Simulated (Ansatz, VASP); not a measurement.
**Two plane-wave programs on Rb**

Contents of INCAR:

```
SYSTEM = Rb
ALGO = Fast
EDIFF = 1E-6
ENCUT = 520
GGA = PS
ISIF = 2
ISMEAR = 0
LASPH = .TRUE.
LCHARG = .TRUE.
LELF = .TRUE.
LREAL = .FALSE.
LVHAR = .TRUE.
LWAVE = .FALSE.
NBANDS = 10
NELM = 100
PREC = Accurate
SIGMA = 0.1
```

KPOINTS

```
k-points
0
G
  10 10 10
  0 0 0
```

POSCAR

```
Rb
1.0
   -2.7584383000      2.7584383000      2.7584383000
    2.7584383000     -2.7584383000      2.7584383000
    2.7584383000      2.7584383000     -2.7584383000
Rb
1
Direct
    0.0000000000      0.0000000000      0.0000000000
```

Input for Ansatz:

```yaml
crystal:
  lattice:
    - [-2.7584383, 2.7584383, 2.7584383]
    - [2.7584383, -2.7584383, 2.7584383]
    - [2.7584383, 2.7584383, -2.7584383]
  atoms:
    - { symbol: Rb, position: [0.0, 0.0, 0.0] }
basis:
  ecutwfc: 420
kpoints:
  mp_grid: { grid: [10, 10, 10] }
hamiltonian:
  xc: pbesol
scf:
  occupations: { method: gaussian, width: 0.1 }
output:
  forces: true
  stress: true
  eigenvalues: true
  populations: true
```

Alike in both runs: task single point; functional PBEsol; k mesh 10 × 10 × 10; occupations gaussian, width 0.1 eV; no spin polarisation.

|  | VASP | Ansatz |
| --- | --- | --- |
| version | VASP 6.6.1 | Ansatz 0.2.0 |
| potentials or method | VASP PAW PBE potentials, release 64 (Rb_sv), cutoff 520 eV | scalar-relativistic, plane waves, PAW |
| valence electrons in the cell | 9 | 9 |

|  | VASP | Ansatz | Ansatz less VASP |
| --- | --- | --- | --- |
| gap on the k mesh at the Fermi level (eV) | none | none | - |
| pressure (GPa) | 0.1 | 0.1 | 0.00 |

VASP's potentials were made for PBE, not for PBEsol. A gap of «none» marks a metal or a gap that the smearing closes. With one functional, cell and mesh, what is left measures potentials, basis and numerics.
